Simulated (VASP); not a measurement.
HoO3, 4 atoms in the cell. Symmetry: P-6m2, No. 187, hexagonal system. The conventional cell has a = 3.941 Å, b = 3.941 Å, c = 4.385 Å, α = 90.00°, β = 90.00°, γ = 120.00°. Ho (site symmetry -6m2) has 8 O at 2.19 to 2.39 Å within 2.9 Å. O (site symmetry -6m2) has 2 Ho at 2.19 Å and 6 O at 2.70 Å within 2.9 Å. O (site symmetry 3m) has 1 O at 1.48 Å within 2.0 Å. The cell was built from a structure type or drawn by symmetry, and may not be a known phase.

| Item | Value |
| --- | --- |
| Program | VASP 6.6.1 |
| Task | relaxation of cell and atoms |
| Functional | PBE |
| Potentials or basis | VASP PAW PBE potentials, release 64 (Ho_3, O), 4f in core |
| Cutoff | 600 eV |
| k mesh | 6 × 6 × 4 |
| Occupations | gaussian, width 0.1 eV |
| Spin | no spin polarisation |
| Dipole correction | no |
| Mended | yes |
| Further INCAR settings | ALGO = Normal; EDIFF = 1e-07; IBRION = 2; EDIFFG = -0.04; NSW = 90; ISIF = 3 |

Potentials or basis: VASP PAW PBE potentials, release 64 (Ho_3, O), 4f in core.

The run is started by

```sh
$ cat potpaw_PBE.64/Ho_3/POTCAR potpaw_PBE.64/O/POTCAR > POTCAR
$ mpirun -np 1 vasp_std > vasp.out
```

Hardware: 1 thread of Intel(R) Xeon(R) 6975P-C (Granite Rapids) (shared host).

Q: How long does it take, and how much memory?

A: Run time: 40 s on 1 thread of Intel(R) Xeon(R) 6975P-C (Granite Rapids), on a shared host, peak memory 0.2 GiB. Counts: scf iterations 42, k points 21, ion steps 4.
